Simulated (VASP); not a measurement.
Runs of VASP 6.6.1 on InSb. The structure is that of space group F-43m (No. 216), or close to it. The cells are those of the table. 

```csv
cell,gap on the mesh (eV),pressure (GPa)
"a = 4.650, b = 4.650, c = 4.581 Å, angles 60.5, 60.5, 59.0°, 2 atoms",none,-1.8
"a = 4.535, b = 4.535, c = 4.581 Å, angles 59.7, 59.7, 60.7°, 2 atoms",(b),0.4
"a = 4.558, b = 4.558, c = 4.581 Å, angles 59.8, 59.8, 60.3°, 2 atoms",0.05,-0.1
"a = 4.604, b = 4.604, c = 4.581 Å, angles 60.2, 60.2, 59.7°, 2 atoms",none,(a)
```

Alike in all rows: task electric field gradients; level LDA; potentials or basis VASP PAW LDA potentials, release 64 (In_d, Sb); no spin polarisation; k mesh 10 × 10 × 10; cutoff (eV) 400; smearing fermi-dirac 0.03 eV.

Problem. Fill in the values left out.

Solution. (a) -1.0; (b) 0.10.

Caveats: semilocal functionals underestimate gaps, and a narrow one can read as zero; spin-orbit coupling is left out, which moves the levels of the heavy elements.

A k mesh can miss the band edges, and the runs leave out spin-orbit coupling on In, Sb.

A gap of «none» marks levels without a gap at the run's occupations.
